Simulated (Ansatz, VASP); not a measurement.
**Si in VASP and in Ansatz**

```
CELL_PARAMETERS angstrom
3.93700 0.00000 0.00000
-1.96850 3.40954 0.00000
0.00000 0.00000 28.00000
ATOMIC_POSITIONS crystal
Si 0.33333 0.66667 0.50766
Si 0.66667 0.33333 0.49234
```

Alike in both runs: task single point; functional PBE; k mesh 15 × 15 × 1; occupations gaussian, width 0.1 eV; no spin polarisation.

```csv
,VASP,Ansatz
version,VASP 6.6.1,Ansatz 0.2.0
potentials or method,"VASP PAW PBE potentials, release 64 (Si), cutoff 520 eV","scalar-relativistic, plane waves, PAW"
valence electrons in the cell,8,8
```

Ansatz gave:

| Property | Result |
| --- | --- |
| gap on the k mesh at the Fermi level (eV) | none |
| rms of the force components (eV/Å) | 0.034 |

**Question.** Which values does VASP return?

**Answer.** gap on the k mesh at the Fermi level (eV): none; rms of the force components (eV/Å): 0.036.

Atom by atom the forces differ by 0.001 eV/Å (rms over components). A gap of «none» marks a metal or a gap that the smearing closes. The functional is the same, so the differences come from potentials, cutoffs and numerics.
